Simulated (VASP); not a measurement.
Here is a VASP 6.6.1 calculation.

Contents of INCAR:

```
SYSTEM = KI
PREC = Accurate
ENCUT = 520
EDIFF = 1E-8
ISMEAR = -1
SIGMA = 0.01
LREAL = .FALSE.
LASPH = .TRUE.
NELM = 60
ALGO = Normal
ISIF = 2
LWAVE = .FALSE.
LCHARG = .FALSE.
GGA = PS
LEFG = .TRUE.
NBANDS = 15
```

Contents of KPOINTS:

```
regular mesh
0
G
  8 8 8
  0 0 0
```

POSCAR

```
KI
1.0
    0.0000000000      3.5008945893      3.5008945893
    3.5008945893      0.0000000000      3.5008945893
    3.5008945893      3.5008945893      0.0000000000
K I
1 1
Direct
    0.0000000000      0.0000000000      0.0000000000
    0.5000000000      0.5000000000      0.5000000000
```

Potentials or basis: VASP PAW PBE potentials, release 64 (K_sv, I).

The run is started by

```sh
$ cat potpaw_PBE.64/K_sv/POTCAR potpaw_PBE.64/I/POTCAR > POTCAR
$ mpirun -np 1 vasp_std > vasp.out
```

Q: Estimate the band gap on the k mesh.

A: 3.87 eV, direct.

Q: Estimate the pressure.

A: 0.1 GPa.

Caveat: without QUAD_EFG the Cq values of the log hold for a quadrupole moment of 1 mb, not for the nuclei; the PAW data sets were made with another functional, which shifts forces and pressure a little; spin-orbit coupling is left out, which moves the levels of the heavy elements. A k mesh can miss the band edges.
